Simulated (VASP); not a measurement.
Set up this calculation in VASP 6.6.1, as the native input.

* Task: single point
* Functional: PBE
* Potentials or basis: VASP PAW PBE potentials, release 64 (Co)
* Cutoff: 520 eV
* k mesh: 24 × 24 × 12
* Occupations: gaussian, width 0.15 eV
* Spin: collinear spin, ferromagnetic start
* Starting moments: [1.93, 1.93] μB
* Dipole correction: no
* Further INCAR settings: ALGO = Normal; EDIFF = 1e-06; NBANDS = 20

The structure of Co lies in POSCAR:

```
Co
1.0
    2.4127439276      0.0000000000      0.0000000000
   -1.2063719638      2.0894975341      0.0000000000
    0.0000000000      0.0000000000      3.9413908183
Co
2
Direct
    0.6666666667      0.3333333333      0.2598610000
    0.3333333333      0.6666666667      0.7401390000
```

This cell differs from its parent crystal: strain -0.030 along x and y, -0.030 along z.

The input as run:

INCAR

```
  PREC = Accurate
  ENCUT = 520
  EDIFF = 1E-6
  ISMEAR = 0
  SIGMA = 0.15
  LREAL = False
  LASPH = True
  NELM = 150
  ALGO = Normal
  ISIF = 2
  LWAVE = False
  LCHARG = False
  ISPIN = 2
  MAGMOM = 1.93 1.93
  LORBIT = 11
  LMAXMIX = 4
  GGA = PE
  NBANDS = 20
```

KPOINTS

```
regular mesh
0
Gamma
  24 24 12
```

Potentials or basis: VASP PAW PBE potentials, release 64 (Co).

Run with:

```console
$ cat potpaw_PBE.64/Co/POTCAR > POTCAR
$ mpirun -np 1 vasp_std > vasp.out
```

Results of the run:

| Property | Result |
| --- | --- |
| Pressure | 23.5 GPa |
| Largest force | 0.832 eV/Å |
| Net moment | 3.09 μB per cell |
| Site moments | Co +1.54 μB |
| Valence electrons inside the program's atomic spheres | Co 8.47 |

Caveat: the cell differs from its parent crystal (strain -0.030 along x and y, -0.030 along z); the cell stands under pressure.

Run time: 9.9 min on 1 thread of AMD EPYC 7R13 (shared host), peak memory 0.41 GiB.
